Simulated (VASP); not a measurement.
Here is a VASP 6.6.1 calculation.

Contents of INCAR:

```
PREC = Accurate
ENCUT = 520
EDIFF = 1E-7
ISMEAR = -1
SIGMA = 0.1
LREAL = False
LASPH = True
NELM = 150
ALGO = Normal
ISIF = 2
LWAVE = False
LCHARG = False
ISPIN = 2
MAGMOM = 1.5 1.5
LORBIT = 11
LMAXMIX = 4
GGA = PS
NBANDS = 21
```

File KPOINTS:

```
regular mesh
0
Gamma
  13 13 7
```

File POSCAR:

```
Ni
1.0
    2.3635402198      0.0000000000      0.0000000000
   -1.1817696271      2.0468857698      0.0000000000
    0.0000000000      0.0000000000      3.9322528895
Ni
2
Direct
    0.3333333333      0.6666666667      0.2500000000
    0.6666666667      0.3333333333      0.7500000000
```

Potentials or basis: VASP PAW PBE potentials, release 64 (Ni).

The run is started by

```console
$ cat potpaw_PBE.64/Ni/POTCAR > POTCAR
$ mpirun -np 1 vasp_std > vasp.out
```

**Question.** Estimate the net moment.

**Answer.** 1.17 μB per cell.

**Question.** Estimate the pressure.

**Answer.** 25.8 GPa.

**Question.** Predict the site moments.

**Answer.** Ni +0.58 μB.

Stress tensor (GPa, compression positive):
```
27.61  0.00  0.00
 0.00 27.61  0.00
 0.00  0.00 22.16
```

Caveat: the stress differs along the axes, from 22 to 28 GPa; the PAW data sets were made with another functional, which shifts forces and pressure a little.
